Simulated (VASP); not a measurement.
# CdS (Fm-3m) in VASP: notebook, part 2 of 2

VASP 6.6.1. Earlier steps stand in the parts before.

## Step 3: Single point, PBE0

This run uses another cell than the first one, of 21.71 Å³/atom.

File POSCAR:

```
CdS
1.0
    0.0000000000      2.7894750496      2.7894750496
    2.7894750496      0.0000000000      2.7894750496
    2.7894750496      2.7894750496      0.0000000000
Cd S
1 1
Direct
    0.0000000000      0.0000000000      0.0000000000
    0.5000000000      0.5000000000      0.5000000000
```

File INCAR.step1:

```
SYSTEM = CdS
ALGO     = Normal         ! electronic algorithm
EDIFF    = 1E-5           ! SCF threshold, eV
ENCUT    = 520            ! plane-wave cutoff, eV
GGA      = PE             ! functional
ISIF     = 2              ! what is computed and relaxed
ISMEAR   = -1             ! smearing method
LASPH    = .True.         ! aspherical terms in the spheres
LCHARG   = .False.        ! write CHGCAR
LREAL    = .False.        ! projectors in reciprocal space
LWAVE    = .True.         ! write WAVECAR
NBANDS   = 16             ! bands
NELM     = 60             ! most SCF steps
PREC     = Accurate       ! precision mode
SIGMA    = 0.05           ! smearing width, eV
```

File INCAR.step2:

```
SYSTEM = CdS
AEXX     = 0.25           ! exact-exchange fraction
ALGO     = Normal         ! electronic algorithm
EDIFF    = 1E-6           ! SCF threshold, eV
ENCUT    = 520            ! plane-wave cutoff, eV
GGA      = PE             ! functional
ISIF     = 2              ! what is computed and relaxed
ISMEAR   = -1             ! smearing method
ISTART   = 1            
LASPH    = .True.         ! aspherical terms in the spheres
LCHARG   = .False.        ! write CHGCAR
LHFCALC  = .True.         ! exact exchange
LREAL    = .False.        ! projectors in reciprocal space
LWAVE    = .False.        ! write WAVECAR
NBANDS   = 16             ! bands
NELM     = 60             ! most SCF steps
PREC     = Accurate       ! precision mode
PRECFOCK = Normal       
SIGMA    = 0.05           ! smearing width, eV
```

File KPOINTS:

```
k-points
0
Gamma
  4 4 4
  0 0 0
```

Potentials or basis: VASP PAW PBE potentials, release 64 (Cd, S).

Launch:

```bash
$ cat potpaw_PBE.64/Cd/POTCAR potpaw_PBE.64/S/POTCAR > POTCAR
$ cp INCAR.step1 INCAR
$ mpirun -np 1 vasp_std > vasp.out
$ cp INCAR.step2 INCAR
$ mpirun -np 1 vasp_std > vasp.out
```

OUTCAR:

```text
SYSTEM = CdS
   AEXX = 0.25
   EDIFF = 1E-6
   ENCUT = 520
   GGA = PE
   ISIF = 2
   ISMEAR = -1
   ISTART = 1
   LASPH = .True.
   LHFCALC = .True.
   LREAL = .False.
   NELM = 60
   PREC = Accurate
   PRECFOCK = Normal

 ion  position               nearest neighbor table
   1  0.000  0.000  0.000-   2 2.79   2 2.79   2 2.79   2 2.79   2 2.79   2 2.79
   2  0.500  0.500  0.500-   1 2.79   1 2.79   1 2.79   1 2.79   1 2.79   1 2.79

  LATTYP: Found a face centered cubic cell.
 ALAT       =     5.5789500992

  Lattice vectors:

 A1 = (   0.0000000000,   2.7894750496,   2.7894750496)
 A2 = (   2.7894750496,   0.0000000000,   2.7894750496)
 A3 = (   2.7894750496,   2.7894750496,   0.0000000000)

Analysis of symmetry for initial positions (statically):
=====================================================================
 Subroutine PRICEL returns:
 Original cell was already a primitive cell.

 Routine SETGRP: Setting up the symmetry group for a
 face centered cubic supercell.

 Subroutine GETGRP returns: Found 48 space group operations
 (whereof 48 operations were pure point group operations)
 out of a pool of 48 trial point group operations.

The static configuration has the point symmetry O_h .

Analysis of symmetry for dynamics (positions and initial velocities):
=====================================================================
 Subroutine PRICEL returns:
 Original cell was already a primitive cell.

 Routine SETGRP: Setting up the symmetry group for a
 face centered cubic supercell.

 Subroutine GETGRP returns: Found 48 space group operations
 (whereof 48 operations were pure point group operations)
 out of a pool of 48 trial point group operations.

The dynamic configuration has the point symmetry O_h .

 Subroutine INISYM returns: Found 48 space group operations
 (whereof 48 operations are pure point group operations),
 and found     1 'primitive' translations

----------------------------------------------------------------------------------------

                                     Primitive cell

  volume of cell :      43.4108

  direct lattice vectors                    reciprocal lattice vectors
     0.000000000  2.789475050  2.789475050    -0.179245195  0.179245195  0.179245195
     2.789475050  0.000000000  2.789475050     0.179245195 -0.179245195  0.179245195
     2.789475050  2.789475050  0.000000000     0.179245195  0.179245195 -0.179245195

  length of vectors
     3.944913447  3.944913447  3.944913447     0.310461785  0.310461785  0.310461785

  position of ions in fractional coordinates (direct lattice)
     0.000000000  0.000000000  0.000000000
     0.500000000  0.500000000  0.500000000

  ion indices of the primitive-cell ions
   primitive index   ion index
                 1           1
                 2           2

----------------------------------------------------------------------------------------

 KPOINTS: k-points

Automatic generation of k-mesh.
[... 23 lines left out ...]
  0.000000  0.000000  0.000000      1.000000
  0.250000  0.000000  0.000000      8.000000
  0.500000  0.000000  0.000000      4.000000
  0.250000  0.250000  0.000000      6.000000
  0.500000  0.250000  0.000000     24.000000
 -0.250000  0.250000  0.000000     12.000000
  0.500000  0.500000  0.000000      3.000000
 -0.250000  0.500000  0.250000      6.000000
   k-points           NKPTS =      8   k-points in BZ     NKDIM =     64   number of bands    NBANDS=     16
   number of dos      NEDOS =    301   number of ions     NIONS =      2
   total plane-waves  NPLWV =  27000
   dimension x,y,z NGX =    30 NGY =   30 NGZ =   30
   dimension x,y,z NGXF=    60 NGYF=   60 NGZF=   60
   ions per type =               1   1
   NGX,Y,Z   is equivalent  to a cutoff of  12.64, 12.64, 12.64 a.u.
   NGXF,Y,Z  is equivalent  to a cutoff of  25.29, 25.29, 25.29 a.u.
 SYSTEM =  CdS
   PREC   = accura    normal or accurate (medium, high low for compatibility)
   ISTART =      1    job   : 0-new  1-cont  2-samecut
   ICHARG =      0    charge: 1-file 2-atom 10-const
   ISPIN  =      1    spin polarized calculation?
   LNONCOLLINEAR =      F non collinear calculations
   LSORBIT =      F    spin-orbit coupling
   LASPH  =      T    aspherical Exc in radial PAW
   ENCUT  =  520.0 eV  38.22 Ry    6.18 a.u.   7.33  7.33  7.33*2*pi/ulx,y,z
   NELM   =     60;   NELMIN=  2; NELMDL=  0     # of ELM steps
   EDIFF  = 0.1E-05   stopping-criterion for ELM
   LREAL  =      F    real-space projection
   EDIFFG = 0.1E-04   stopping-criterion for IOM
   NSW    =      0    number of steps for IOM
   IBRION =     -1    ionic relax: 0-MD 1-quasi-New 2-CG
   NFREE  =      0    steps in history (QN), initial steepest desc. (CG)
   ISIF   =      2    stress and relaxation
   ISYM   =      3    0-nonsym 1-usesym 2-fastsym
   POTIM  = 0.5000    time-step for ionic-motion
   TEBEG  =    0.0;   TEEND  =   0.0 temperature during run
   PSTRESS=    0.0 pullay stress
   NELECT =      18.0000    total number of electrons
   NUPDOWN=      -1.0000    fix difference up-down
   EMIN   =  10.00;   EMAX   =-10.00  energy-range for DOS
   EFERMI =   0.00;   METHOD = LEGACY
   ISMEAR =    -1;   SIGMA  =   0.05  broadening in eV -4-tet -1-fermi 0-gaus
   EFERMI_NEDOS =   21; number of points for ismear=-14 and -15
   IALGO  =     38    algorithm
   IMIX   =      1    mixing-type and parameters
     AMIX     =   0.40;   BMIX     =  1.00
     AMIX_MAG =   1.60;   BMIX_MAG =  1.00
  volume/ion in A,a.u.               =      21.71       146.48
  Fermi-wavevector in a.u.,A,eV,Ry     =   1.220768  2.306917 20.276420  1.490275
  Thomas-Fermi vector in A             =   2.355974
   LORBIT       =      0    0 simple, 1 ext, 2 COOP (PROOUT), +10 PAW based schemes
   GGA     = PE    functional components
   LHFCALC =     T    Hartree Fock is set to
   PRECFOCK=normal    Normal, Fast or Accurate (Low or Medium for compatibility)
   ENCUT4O =  -1.0   cutoff for four orbital integrals eV
   NKREDX  =     1    reduce k-point grid by
   NKREDY  =     1    reduce k-point grid by
   NKREDZ  =     1    reduce k-point grid by
   AEXX    =    0.2500 exact exchange contribution
   HFSCREEN=    0.0000 screening length (either q_TF or 0.3 A-1)
   HFSCREENC=   0.0000 screening length for correlation (either q_TF or 0.3 A-1)
   ENCUTFOCK=  -1.0 apply spherical cutoff to Coloumb kernel
   IVDW    =     0    specifies the selected vdW correction
   LEPSILON=     F    determine dielectric tensor
   LRPA    =     F    only Hartree local field effects (RPA)
 non-spin polarized calculation
  energy-cutoff  :      520.00
  volume of cell :       43.41
 maximum number of plane-waves:      1211
 NGX is ok and might be reduce to    30
  NGX = 24; NGY = 24; NGZ = 24

 number of electron      17.9999998 magnetization

 Free energy of the ion-electron system (eV)
  ---------------------------------------------------
  ext. energy  EPLUGINS =         0.00000000
  ---------------------------------------------------
  free energy    TOTEN  =        -7.85978526 eV

  energy without entropy =       -7.85978526  energy(sigma->0) =       -7.85978526

 E-fermi :   2.3507     XC(G=0):  -7.9723

 val. band max:        1.3595605164   @ k =   0.5000   0.0000   0.0000
 cond. band min:       3.2845155264   @ k =   0.5000   0.5000   0.0000
 fundamental gap:      1.9249550100
 Fermi energy:         2.3507428493

 k-point     1 :       0.0000    0.0000    0.0000
  band No.  band energies     occupation
      1     -12.3014      2.00000
      2      -7.4619      2.00000
      3      -7.4619      2.00000
      4      -7.4400      2.00000
      5      -7.4400      2.00000
      6      -7.4400      2.00000
[... 129 lines left out ...]
      3      -7.4254      2.00000
      4      -7.4254      2.00000
      5      -7.2178      2.00000
      6      -6.7316      2.00000
[... 8 lines left out ...]
     15      16.2121      0.00000
     16      18.2106      0.00000

------------------------ aborting loop because EDIFF is reached ----------------------------------------

  FORCE on cell =-STRESS in cart. coord.  units (eV):
  Direction    XX          YY          ZZ          XY          YZ          ZX
  --------------------------------------------------------------------------------------
  -------------------------------------------------------------------------------------
  Total       -1.2027180     -1.2027180     -1.2027180     -0.0000000      0.0000000      0.0000000
  in kB      -44.3891627    -44.3891627    -44.3891627     -0.0000000      0.0000000      0.0000000
  external PRESSURE =     -44.3891627 kB  Pullay stress =       0.0000000 kB

 VOLUME and BASIS-vectors are now :
 -----------------------------------------------------------------------------
  energy-cutoff  :      520.00
  volume of cell :       43.41
      direct lattice vectors                 reciprocal lattice vectors
     0.000000000  2.789475050  2.789475050    -0.179245195  0.179245195  0.179245195
     2.789475050  0.000000000  2.789475050     0.179245195 -0.179245195  0.179245195
     2.789475050  2.789475050  0.000000000     0.179245195  0.179245195 -0.179245195

 POSITION                                       TOTAL-FORCE (eV/Angst)
 -----------------------------------------------------------------------------------
      0.00000      0.00000      0.00000         0.000000      0.000000     -0.000000
      2.78948      2.78948      2.78948        -0.000000      0.000000      0.000000
 -----------------------------------------------------------------------------------
    total drift:                               -0.000000      0.000000      0.000000

  FREE ENERGIE OF THE ION-ELECTRON SYSTEM (eV)
  ---------------------------------------------------
  free  energy   TOTEN  =        -7.8597852567 eV

  energy  without entropy=       -7.8597852553  energy(sigma->0) =       -7.85978526
```

Wall time 9.7 min (1 thread of Intel Xeon 8259CL, shared host); peak memory 0.17 GiB.

Results:

- Free energy: -7.8598 eV
- Pressure: -4.4 GPa
- Band gap on the k mesh: 1.92 eV (least direct gap 3.00 eV)

Caveat: the k points lie up to 0.49 Å⁻¹ apart; the PAW data sets were made with another functional, which shifts forces and pressure a little. A k mesh can miss the band edges.

## Step 4: Relaxation of cell and atoms, B3LYP

This run uses another cell than the first one, of 20.87 Å³/atom.

File POSCAR:

```
CdS
1.0
    0.0000000000      2.7532440000      2.7532440000
    2.7532440000      0.0000000000      2.7532440000
    2.7532440000      2.7532440000      0.0000000000
Cd S
1 1
Direct
    0.0000000000      0.0000000000      0.0000000000
    0.5000000000      0.5000000000      0.5000000000
```

File INCAR.step1:

```
SYSTEM = CdS
  ALGO = Normal
  EDIFF = 1E-5
  ENCUT = 600
  GGA = PE
  ISMEAR = -1
  LASPH = .TRUE.
  LCHARG = .FALSE.
  LREAL = .FALSE.
  LWAVE = .TRUE.
  NBANDS = 16
  NELM = 80
  PREC = Accurate
  SIGMA = 0.05
```

File INCAR.step2:

```
SYSTEM = CdS
  AEXX = 0.2
  AGGAC = 0.81
  AGGAX = 0.72
  ALDAC = 0.19
  ALGO = Normal
  EDIFF = 1E-7
  EDIFFG = -0.01
  ENCUT = 600
  GGA = B3
  IBRION = 2
  ISIF = 3
  ISMEAR = -1
  ISTART = 1
  LASPH = .TRUE.
  LCHARG = .FALSE.
  LHFCALC = .TRUE.
  LREAL = .FALSE.
  LWAVE = .FALSE.
  NELM = 80
  NSW = 60
  PREC = Accurate
  PRECFOCK = Normal
  SIGMA = 0.05
```

File KPOINTS:

```
k-points
0
G
  4 4 4
  0 0 0
```

Potentials or basis: VASP PAW PBE potentials, release 64 (Cd, S).

Launch:

```bash
$ cat potpaw_PBE.64/Cd/POTCAR potpaw_PBE.64/S/POTCAR > POTCAR
$ cp INCAR.step1 INCAR
$ mpirun -np 1 vasp_std > vasp.out
$ cp INCAR.step2 INCAR
$ mpirun -np 1 vasp_std > vasp.out
```

OUTCAR:

```text
SYSTEM = CdS
   AEXX = 0.2
   EDIFF = 1E-7
   EDIFFG = -0.01
   ENCUT = 600
   GGA = B3
   IBRION = 2
   ISIF = 3
   ISMEAR = -1
   ISTART = 1
   LASPH = .TRUE.
   LHFCALC = .TRUE.
   LREAL = .FALSE.
   NELM = 80
   NSW = 60
   PREC = Accurate
   PRECFOCK = Normal

 ion  position               nearest neighbor table
   1  0.000  0.000  0.000-   2 2.75   2 2.75   2 2.75   2 2.75   2 2.75   2 2.75
   2  0.500  0.500  0.500-   1 2.75   1 2.75   1 2.75   1 2.75   1 2.75   1 2.75

  LATTYP: Found a face centered cubic cell.
 ALAT       =     5.5064880000

  Lattice vectors:

 A1 = (   0.0000000000,   2.7532440000,   2.7532440000)
 A2 = (   2.7532440000,   0.0000000000,   2.7532440000)
 A3 = (   2.7532440000,   2.7532440000,   0.0000000000)

Analysis of symmetry for initial positions (statically):
=====================================================================
 Subroutine PRICEL returns:
 Original cell was already a primitive cell.

 Routine SETGRP: Setting up the symmetry group for a
 face centered cubic supercell.

 Subroutine GETGRP returns: Found 48 space group operations
 (whereof 48 operations were pure point group operations)
 out of a pool of 48 trial point group operations.

[... 145 lines left out ...]
 number of electron      17.9999999 magnetization

 Free energy of the ion-electron system (eV)
  ---------------------------------------------------
  ext. energy  EPLUGINS =         0.00000000
  ---------------------------------------------------
  free energy    TOTEN  =        -6.51087533 eV

  energy without entropy =       -6.51087525  energy(sigma->0) =       -6.51087529

------------------------ aborting loop because EDIFF is reached ----------------------------------------

  FORCE on cell =-STRESS in cart. coord.  units (eV):
  Direction    XX          YY          ZZ          XY          YZ          ZX
  --------------------------------------------------------------------------------------
  -------------------------------------------------------------------------------------
  Total        0.5796872      0.5796872      0.5796872     -0.0000000     -0.0000000      0.0000000
  in kB       22.2505228     22.2505228     22.2505228     -0.0000000     -0.0000000      0.0000000
  external PRESSURE =      22.2505228 kB  Pullay stress =       0.0000000 kB
[... 59 lines left out ...]
--------------------------------------- Ionic step        3  -------------------------------------------

 number of electron      18.0000001 magnetization

 Free energy of the ion-electron system (eV)
  ---------------------------------------------------
  ext. energy  EPLUGINS =         0.00000000
  ---------------------------------------------------
  free energy    TOTEN  =        -6.51930087 eV

  energy without entropy =       -6.51930077  energy(sigma->0) =       -6.51930082

 E-fermi :   2.6331     XC(G=0):  -8.0795

 val. band max:        1.8674163896   @ k =   0.5000   0.0000   0.0000
 cond. band min:       3.3434784328   @ k =   0.5000   0.5000   0.0000
 fundamental gap:      1.4760620431
 Fermi energy:         2.6331115448

 k-point     1 :       0.0000    0.0000    0.0000
  band No.  band energies     occupation
      1     -11.5819      2.00000
      2      -6.8214      2.00000
      3      -6.8214      2.00000
      4      -6.8029      2.00000
      5      -6.8029      2.00000
      6      -6.8029      2.00000
      7       1.2234      2.00000
      8       1.2234      2.00000
      9       1.2234      2.00000
     10       3.9231      0.00000
     11      12.7778      0.00000
     12      12.7778      0.00000
     13      12.7778      0.00000
[... 139 lines left out ...]
  FREE ENERGIE OF THE ION-ELECTRON SYSTEM (eV)
  ---------------------------------------------------
  free  energy   TOTEN  =        -6.5193008660 eV

  energy  without entropy=       -6.5193007652  energy(sigma->0) =       -6.51930082

 reached required accuracy - stopping structural energy minimisation
```

OSZICAR.step1:

```text
N       E                     dE             d eps       ncg     rms          rms(c)
DAV:   1     0.112149730300E+03    0.11215E+03   -0.10066E+04   272   0.118E+03
DAV:   2    -0.208858580557E+01   -0.11424E+03   -0.10847E+03   312   0.269E+02
DAV:   3    -0.639791945320E+01   -0.43093E+01   -0.43033E+01   296   0.519E+01
DAV:   4    -0.641966713684E+01   -0.21748E-01   -0.21746E-01   304   0.372E+00
DAV:   5    -0.641987609152E+01   -0.20895E-03   -0.20895E-03   304   0.346E-01    0.711E+00
DAV:   6    -0.582990311896E+01    0.58997E+00   -0.87778E-01   320   0.115E+01    0.608E+00
DAV:   7    -0.580202660567E+01    0.27877E-01   -0.18268E-01   288   0.306E+00    0.316E+00
DAV:   8    -0.580155811151E+01    0.46849E-03   -0.21721E-02   288   0.183E+00    0.344E-01
DAV:   9    -0.580107733870E+01    0.48077E-03   -0.31547E-03   320   0.742E-01    0.730E-02
DAV:  10    -0.580107882134E+01   -0.14826E-05   -0.40908E-04   304   0.207E-01    0.523E-02
DAV:  11    -0.580110857325E+01   -0.29752E-04   -0.52292E-05   288   0.609E-02    0.413E-02
DAV:  12    -0.580110724715E+01    0.13261E-05   -0.24420E-05   272   0.327E-02
   1 F= -.58011072E+01 E0= -.57984733E+01  d E =-.526789E-02
```

Wall time 17 min (1 thread of Intel Xeon Platinum 8488C (Sapphire Rapids), shared host); peak memory 0.19 GiB.

What came out:

| Item | Value |
| --- | --- |
| Free energy | -6.5193 eV |
| Relaxed volume | 21.49 Å³/atom |
| Relaxed cell | a = 3.932 Å, b = 3.932 Å, c = 3.932 Å, α = 60.00°, β = 60.00°, γ = 60.00° |
| Space group after relaxing (to 0.1 Å) | Fm-3m (No. 225) |
| Energy gained by relaxing | 4.2 meV/atom |
| Ionic steps | 3 |
| Pressure after relaxing | 0.0 GPa |
| Band gap on the k mesh | 1.48 eV (least direct gap 2.70 eV) |

The path:
```
step  energy change (eV)  largest force (eV/Å)  pressure (GPa)  volume (Å³)
   1              0.0000                0.0000            2.23        41.74
   2             -0.0070                0.0000           -0.87        43.52
   3             -0.0084                0.0000           -0.01        42.98
```

Final structure:
```
Cd S
1.0
     0.00000    2.78028    2.78028
     2.78028    0.00000    2.78028
     2.78028    2.78028    0.00000
Cd S
1 1
Cartesian
  0.0000 0.0000 0.0000
  2.7803 2.7803 2.7803
```

Caveat: the k points lie up to 0.49 Å⁻¹ apart in the final cell; the PAW data sets were made with another functional, which shifts forces and pressure a little. A k mesh can miss the band edges.

## Step 5: The runs side by side

| task | level | cell | cutoff (eV) | share of exact exchange | gap on the mesh (eV) | pressure (GPa) |
| --- | --- | --- | --- | --- | --- | --- |
| single point | PBE0 | a = 3.919 Å, angles 60.0°, 2 atoms | 520 | 0.25 | 1.94 | -3.2 |
| single point | PBE0 | a = 3.945 Å, angles 60.0°, 2 atoms | 520 | 0.25 | 1.92 | -4.4 |
| relaxation of cell and atoms | B3LYP | relaxed from a = 3.894 Å, angles 60.0°, 2 atoms | 600 | 0.2 | 1.48 | 0.0 |

Alike in all rows: potentials or basis VASP PAW PBE potentials, release 64 (Cd, S); no spin polarisation; k mesh 4 × 4 × 4; smearing fermi-dirac 0.05 eV.

Caveats: all runs use coarse meshes; the PAW data sets were made with another functional, which shifts forces and pressure a little.

Absolute energies hang on the potentials; compare differences alone.
